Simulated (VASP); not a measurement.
Set up this calculation in VASP 6.6.1, as the native input.

```
Task                   : relaxation of cell and atoms
Functional             : PBEsol
Potentials or basis    : VASP PAW PBE potentials, release 64 (Ge_d, Sb, Te)
Cutoff                 : 600 eV
k mesh                 : 12 × 12 × 2
Occupations            : gaussian, width 0.01 eV
Spin                   : no spin polarisation
Target pressure        : 3.3 GPa
Dipole correction      : no
Further INCAR settings : ALGO = Fast; EDIFF = 1e-06; IBRION = 2; EDIFFG = -0.002; NSW = 80; ISIF = 3
```

The structure of GeSb4Te7 lies in POSCAR:

```
GeSb4Te7
1.0
    4.1807504819      0.0000000000      0.0000000000
   -2.0903752410      3.6206361242      0.0000000000
    0.0000000000      0.0000000000     22.6812222935
Ge Sb Te
1 4 7
Direct
    0.0000000000      0.0000000000      0.5000000000
    0.6666666667      0.3333333333      0.9146819957
    0.3333333333      0.6666666667      0.3427713227
    0.3333333333      0.6666666667      0.0853180043
    0.6666666667      0.3333333333      0.6572286773
    0.3333333333      0.6666666667      0.8386994972
    0.6666666667      0.3333333333      0.1613005028
    0.0000000000      0.0000000000      0.7329922269
    0.6666666667      0.3333333333      0.4285776904
    0.3333333333      0.6666666667      0.5714223096
    0.0000000000      0.0000000000      0.0000000000
    0.0000000000      0.0000000000      0.2670077731
```

One way to write it, as run:

INCAR

```
ALGO = Fast
EDIFF = 1E-6
EDIFFG = -0.002
ENCUT = 600
GGA = PS
IBRION = 2
ISIF = 3
ISMEAR = 0
KPAR = 4
LASPH = T
LCHARG = F
LREAL = F
LWAVE = F
NELM = 100
NSW = 80
PREC = Accurate
PSTRESS = 33.0
SIGMA = 0.01
```

KPOINTS

```
k-points
0
Gamma
  12 12 2
```

Potentials or basis: VASP PAW PBE potentials, release 64 (Ge_d, Sb, Te).

Launch:

```bash
$ cat potpaw_PBE.64/Ge_d/POTCAR potpaw_PBE.64/Sb/POTCAR potpaw_PBE.64/Te/POTCAR > POTCAR
$ mpirun -np 4 vasp_std > vasp.out
```

Results of the run:

- Relaxed volume: 28.62 Å³/atom
- Relaxed cell: a = 4.175 Å, b = 4.175 Å, c = 22.754 Å, α = 90.00°, β = 90.00°, γ = 120.00°
- Space group after relaxing (to 0.1 Å): P-3m1 (No. 164)
- Energy change on relaxing (the run minimises the enthalpy): -0.3 meV/atom
- Ionic steps: 19
- Pressure after relaxing: 3.3 GPa
- Band gap on the k mesh: zero (filled and empty bands touch)

Caveat: the cell is relaxed towards a set pressure, so the run minimises the enthalpy, not the energy; the PAW data sets were made with another functional, which shifts forces and pressure a little; spin-orbit coupling is left out, which moves the levels of the heavy elements.

Run time: 59 min on 4 MPI ranks on Oxide Virtual Turin-like Processor (shared host), peak memory 1 GiB a rank.
